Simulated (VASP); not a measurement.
Here is a VASP 6.6.1 calculation.

Contents of INCAR:

```
PREC = Accurate
ENCUT = 600
EDIFF = 1E-6
ISMEAR = -1
SIGMA = 0.05
LREAL = F
LASPH = T
NELM = 60
ALGO = Normal
ISIF = 3
LWAVE = F
LCHARG = F
IBRION = 2
NSW = 80
EDIFFG = -0.02
```

The input KPOINTS:

```
regular mesh
0
Gamma
  9 9 9
```

File POSCAR:

```
LiCl
1.0
    0.0000000000      2.5647700000      2.5647700000
    2.5647700000      0.0000000000      2.5647700000
    2.5647700000      2.5647700000      0.0000000000
Cl Li
1 1
Direct
    0.5000000000      0.5000000000      0.5000000000
    0.0000000000      0.0000000000      0.0000000000
```

Potentials or basis: VASP PAW LDA potentials, release 64 (Cl, Li_sv).

Command:

```bash
$ cat potpaw_LDA.64/Cl/POTCAR potpaw_LDA.64/Li_sv/POTCAR > POTCAR
$ mpirun -np 1 vasp_std > vasp.out
```

Predict the relaxed volume.

15.25 Å³/atom.

Predict the band gap on the k mesh.

6.57 eV, indirect (least direct gap 6.63 eV).

Estimate the space group after relaxing (to 0.05 Å).

Fm-3m (No. 225).

Step by step:
| step | energy change (eV) | largest force (eV/Å) | pressure (GPa) | volume (Å³) |
| --- | --- | --- | --- | --- |
| 1 | 0.0000 | 0.0000 | -3.30 | 33.74 |
| 2 | -0.0271 | 0.0000 | -1.83 | 32.08 |
| 3 | -0.0362 | 0.0000 | -0.24 | 30.70 |
| 4 | -0.0364 | 0.0000 | 0.02 | 30.51 |

Caveat: the cutoff is under 1.25 times the usual one of these potentials, so pressure, stress and relaxed cells hold a basis-set (Pulay) error. LDA gaps usually lie below the measured ones, often by a third to a half.
